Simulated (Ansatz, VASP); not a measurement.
# CaSe: VASP beside Ansatz

POSCAR

```
CaSe
1.0
    0.0000000000      3.2795613712      3.4340287118
    3.2795613712      0.0000000000      3.4340287118
    3.2795613712      3.2795613712      0.0000000000
Ca Se
1 1
Direct
    0.0000000000      0.0000000000      0.0000000000
    0.2500000000      0.2500000000      0.2500000000
```

Contents of INCAR.step1:

```
SYSTEM = CaSe
PREC = Accurate
ENCUT = 520
ISMEAR = 0
SIGMA = 0.01
LREAL = .FALSE.
LASPH = .TRUE.
NELM = 60
NBANDS = 15
GGA = PE
ALGO = Normal
EDIFF = 1E-4
LWAVE = .TRUE.
LCHARG = .FALSE.
```

File INCAR.step2:

```
SYSTEM = CaSe
PREC = Accurate
ENCUT = 520
EDIFF = 1E-6
ISMEAR = 0
SIGMA = 0.01
LREAL = .FALSE.
LASPH = .TRUE.
NELM = 60
ALGO = Normal
ISIF = 2
LWAVE = .FALSE.
LCHARG = .FALSE.
METAGGA = R2SCAN
LMIXTAU = .TRUE.
NBANDS = 15
ISTART = 1
```

KPOINTS

```
regular mesh
0
G
  6 6 6
  0 0 0
```

Input for Ansatz:

```yaml
crystal:
  lattice:
    - [0.0, 3.2795613712, 3.4340287118]
    - [3.2795613712, 0.0, 3.4340287118]
    - [3.2795613712, 3.2795613712, 0.0]
  atoms:
    - { symbol: Ca, position: [0.0, 0.0, 0.0] }
    - { symbol: Se, position: [0.25, 0.25, 0.25] }
kpoints:
  mp_grid: { grid: [6, 6, 6] }
  band_path:
    path:
      - [0.0, 0.0, 0.0]
      - [-0.5, -0.5, 0.0]
      - [-0.375, -0.375, 0.25]
      - [-0.375, 0.0, 0.375]
      - [0.0, 0.0, 0.5]
      - [-0.5, -0.25, 0.25]
      - [-0.2625, 0.0, 0.2625]
    npoints: 1
hamiltonian:
  xc: r2scan
scf:
  occupations: { method: fixed }
  n_extra_bands: 4
output:
  forces: true
  stress: true
  eigenvalues: true
```

Change from the starting cell: uniaxial_z strain +4.7%.

Alike in both runs: task single point; functional r2SCAN; k mesh 6 × 6 × 6; no spin polarisation.

```csv
,VASP,Ansatz
version,VASP 6.6.1,Ansatz 0.2.0
potentials or method,"VASP PAW PBE potentials, release 64 (Ca_sv, Se)","plane waves, PAW"
plane-wave cutoff (eV),520,500
occupations,"gaussian, width 0.01 eV",fixed
valence electrons in the cell,16,26
```

```tsv
	VASP	Ansatz	Ansatz less VASP
gap on the k mesh at the Fermi level (eV)	3.46	3.48	+0.011
pressure (GPa)	-1.4	-1.5	-0.15
traceless stress, the component that is largest in VASP (GPa)	-0.28	-0.30	-0.012
```

VASP's potentials were made for PBE, not for r2SCAN. VASP's potentials hold 16 valence electrons a cell and Ansatz's 26, so a difference there can come from the potentials and not from the codes.
